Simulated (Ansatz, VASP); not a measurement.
**Hf in VASP and in Ansatz**

INCAR

```
PREC = Accurate
ENCUT = 520
EDIFF = 1E-6
ISMEAR = -1
SIGMA = 0.05
LREAL = False
LASPH = True
NELM = 60
ALGO = Normal
ISIF = 2
LWAVE = False
LCHARG = False
GGA = PE
NBANDS = 11
```

The input KPOINTS:

```
Automatic mesh
0
Gamma
  14 14 14
```

POSCAR

```
Hf
1.0
   -1.7684663730      1.7684663730      1.7684663730
    1.7684663730     -1.7684663730      1.7684663730
    1.7684663730      1.7684663730     -1.7684663730
Hf
1
Direct
    0.0000000000      0.0000000000      0.0000000000
```

Input for Ansatz:

```yaml
crystal:
  lattice:
    - [-1.768466373, 1.768466373, 1.768466373]
    - [1.768466373, -1.768466373, 1.768466373]
    - [1.768466373, 1.768466373, -1.768466373]
  atoms:
    - { symbol: Hf, position: [0.0, 0.0, 0.0] }
kpoints:
  mp_grid: { grid: [14, 14, 14] }
scf:
  occupations: { method: fermi_dirac, width: 0.05 }
hamiltonian:
  xc: pbe
  pseudopotentials: { kind: all_electron, lapw: { basis_error: 0.0005 } }
output:
  forces: true
  stress: true
  eigenvalues: true
```

Change from the starting cell: volume scaled by 0.9405.

Alike in both runs: task single point; functional PBE; k mesh 14 × 14 × 14; occupations fermi-dirac, width 0.05 eV; no spin polarisation.

|  | VASP | Ansatz |
| --- | --- | --- |
| version | VASP 6.6.1 | Ansatz 0.2.0 |
| potentials or method | VASP PAW PBE potentials, release 64 (Hf_pv), cutoff 520 eV | all-electron LAPW, scalar-relativistic |

```tsv
	VASP	Ansatz	Ansatz less VASP
pressure (GPa)	0.4	0.7	+0.36
```

Ansatz ran all-electron here, and VASP with PAW potentials.

Spin-orbit coupling is off throughout.
